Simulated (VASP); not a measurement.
Write the native input for VASP 6.6.1 that does the following.

```
Task                   : single point
Functional             : PBEsol
Potentials or basis    : VASP PAW PBE potentials, release 64 (Sn_d)
Cutoff                 : 520 eV
k mesh                 : 11 × 11 × 11
Occupations            : gaussian, width 0.1 eV
Spin                   : no spin polarisation
Dipole correction      : no
Further INCAR settings : ALGO = Normal; EDIFF = 1e-07; NBANDS = 13
```

The structure of Sn lies in POSCAR:

```
Sn
1.0
   -1.7001588689      1.6993994284      2.2994175443
    1.7001588689     -1.6993994284      2.2994175443
    1.7001588689      1.6993994284     -2.2994175443
Sn
1
Direct
    0.0000000000      0.0000000000      0.0000000000
```

The input as run:

INCAR

```
PREC = Accurate
ENCUT = 520
EDIFF = 1E-7
ISMEAR = 0
SIGMA = 0.1
LREAL = F
LASPH = T
NELM = 60
ALGO = Normal
ISIF = 2
LWAVE = F
LCHARG = F
GGA = PS
NBANDS = 13
```

KPOINTS

```
regular mesh
0
Gamma
  11 11 11
```

Potentials or basis: VASP PAW PBE potentials, release 64 (Sn_d).

Run with:

```sh
$ cat potpaw_PBE.64/Sn_d/POTCAR > POTCAR
$ mpirun -np 1 vasp_std > vasp.out
```

It gave:

```yaml
Pressure: -0.1 GPa
Band_gap_on_the_k_mesh: zero (bands 7 and 8 overlap by 9.78 eV)
```

Caveat: the PAW data sets were made with another functional, which shifts forces and pressure a little; spin-orbit coupling is left out, which moves the levels of the heavy elements.

It took 43 s on 1 thread of AMD EPYC 9R45 (Zen 5) (shared host), peak memory 0.17 GiB.
